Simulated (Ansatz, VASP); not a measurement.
## Two plane-wave programs on BP

POSCAR

```
BP
1.0
    0.0000000000      2.3370700000      2.2690000000
    2.2690000000      0.0000000000      2.2690000000
    2.2690000000      2.3370700000      0.0000000000
B P
1 1
Direct
    0.0000000000      0.0000000000      0.0000000000
    0.7500000000      0.7500000000      0.7500000000
```

Contents of INCAR.step1:

```
SYSTEM = BP
  ALGO = Normal
  EDIFF = 1E-4
  ENCUT = 520
  GGA = PE
  ISMEAR = 0
  LASPH = .TRUE.
  LCHARG = .FALSE.
  LREAL = .FALSE.
  LWAVE = .TRUE.
  NBANDS = 11
  NELM = 60
  PREC = Accurate
  SIGMA = 0.05
```

The input INCAR.step2:

```
SYSTEM = BP
  ALGO = Normal
  EDIFF = 1E-6
  ENCUT = 520
  ISIF = 2
  ISMEAR = 0
  ISTART = 1
  LASPH = .TRUE.
  LCHARG = .FALSE.
  LMIXTAU = .TRUE.
  LREAL = .FALSE.
  LWAVE = .FALSE.
  METAGGA = R2SCAN
  NBANDS = 11
  NELM = 60
  PREC = Accurate
  SIGMA = 0.05
```

Contents of KPOINTS:

```
k-points
0
G
  8 8 8
  0 0 0
```

Input for Ansatz:

```yaml
crystal:
  lattice:
    - [0.0, 2.33707, 2.269]
    - [2.269, 0.0, 2.269]
    - [2.269, 2.33707, 0.0]
  atoms:
    - { symbol: B, position: [0.0, 0.0, 0.0] }
    - { symbol: P, position: [0.75, 0.75, 0.75] }
basis:
  ecutwfc: 500
kpoints:
  mp_grid: { grid: [8, 8, 8] }
hamiltonian:
  xc: r2scan
scf:
  occupations: { method: gaussian, width: 0.05 }
output:
  forces: true
  stress: true
  eigenvalues: true
```

Change from the starting cell: strain +0.0300 x Voigt [0, 1, 0, 0, 0, 0], atoms carried along.

Alike in both runs: task single point; functional r2SCAN; k mesh 8 × 8 × 8; occupations gaussian, width 0.05 eV; no spin polarisation.

|  | VASP | Ansatz |
| --- | --- | --- |
| version | VASP 6.6.1 | Ansatz 0.2.0 |
| potentials or method | VASP PAW PBE potentials, release 64 (B, P), cutoff 520 eV | scalar-relativistic, plane waves, PAW |
| valence electrons in the cell | 8 | 8 |

VASP gave:

- gap on the k mesh at the Fermi level (eV): 1.28
- least direct gap on the mesh (eV): 3.44
- pressure (GPa): -5.4
- traceless stress, the component that is largest in VASP (GPa): -5.75

What did Ansatz give for the same quantities?

gap on the k mesh at the Fermi level (eV): 1.25; least direct gap on the mesh (eV): 3.40; pressure (GPa): -4.9; traceless stress, the component that is largest in VASP (GPa): -5.73.

VASP's potentials were made for PBE, not for r2SCAN.
